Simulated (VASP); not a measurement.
# SrTiO3: electric field gradients with PBE

Crystal: SrTiO3.

```
CELL_PARAMETERS angstrom
3.90500 0.00000 0.00000
0.00000 3.90500 0.00000
0.00000 0.00000 3.82690
ATOMIC_POSITIONS crystal
Sr 0.00000 0.00000 0.00000
Ti 0.50000 0.50000 0.50000
O 0.00000 0.50000 0.50000
O 0.50000 0.00000 0.50000
O 0.50000 0.50000 0.00000
```

This cell differs from its parent crystal: zz strain of -2 %.

```json
{
  "Program": "VASP 6.6.1",
  "Task": "electric field gradients",
  "Functional": "PBE",
  "Potentials or basis": "VASP PAW PBE potentials, release 64 (Sr_sv, Ti_sv, O)",
  "Cutoff": "520 eV",
  "k mesh": "7 × 7 × 7",
  "Occupations": "fermi-dirac, width 0.05 eV",
  "Spin": "no spin polarisation",
  "Dipole correction": "no",
  "Further INCAR settings": "ALGO = Normal; EDIFF = 1e-08; NBANDS = 28"
}
```

```json
{
 "Pressure": "9.1 GPa",
 "Band gap on the k mesh": "1.93 eV, indirect (least direct gap 2.20 eV)"
}
```

Stress tensor (GPa, compression positive):
```
 7.28  0.00  0.00
 0.00  7.28  0.00
 0.00  0.00 12.83
```

Levels at points of the mesh, in eV from the valence-band top:
| k point | band 18 | band 19 | band 20 | band 21 | band 22 | band 23 |
| --- | --- | --- | --- | --- | --- | --- |
| (0.00, 0.00, 0.00) | -0.29 | -0.29 | -0.26 | 1.93 | 1.97 | 1.97 |

Electric field gradients, principal values (V/Å²):
```
atom   least  middle  greatest (by size)
1 Sr   1.150   1.150              -2.300
2 Ti  10.475  10.475             -20.950
 3 O  -2.728  -9.610              12.338
 4 O  -2.728  -9.610              12.338
 5 O  -1.627  -1.627               3.254
```

Run time: 2.5 min on 1 thread of AMD EPYC 7R13, with other jobs on the host, peak memory 0.18 GiB.

Caveat: the cell differs from its parent crystal (zz strain of -2 %); without QUAD_EFG the Cq values of the log hold for a quadrupole moment of 1 mb, not for the nuclei. A k mesh can miss the band edges.
